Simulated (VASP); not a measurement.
A run of VASP 6.6.1:

The input INCAR:

```
PREC = Accurate ; ENCUT = 600
EDIFF = 1E-6 ; ISMEAR = 0
SIGMA = 0.023 ; LREAL = False
LASPH = True ; NELM = 120
ALGO = Normal ; ISIF = 2
LWAVE = False ; LCHARG = False
GGA = PE ; NBANDS = 21
GGA_COMPAT = False
```

Contents of KPOINTS:

```
Automatic mesh
0
Gamma
  8 8 8
```

POSCAR

```
PbF2
1.0
    0.0000000000      2.9636600000      2.9636600000
    2.9636600000      0.0000000000      2.9636600000
    2.9636600000      2.9636600000      0.0000000000
Pb F
1 2
Direct
    0.0000000000      0.0000000000      0.0000000000
    0.7500000000      0.7500000000      0.7500000000
    0.2500000000      0.2500000000      0.2500000000
```

Potentials or basis: VASP PAW PBE potentials, release 64 (Pb_d, F).

Launch:

```console
$ cat potpaw_PBE.64/Pb_d/POTCAR potpaw_PBE.64/F/POTCAR > POTCAR
$ mpirun -np 1 vasp_std > vasp.out
```

Hardware: 1 thread of Oxide Virtual Turin-like Processor, on a shared host.

Task: Estimate the wall time of this run.

Result: It took 70 s on 1 thread of Oxide Virtual Turin-like Processor, on a shared host, peak memory 0.18 GiB. Counts: scf iterations 14, k points 29.
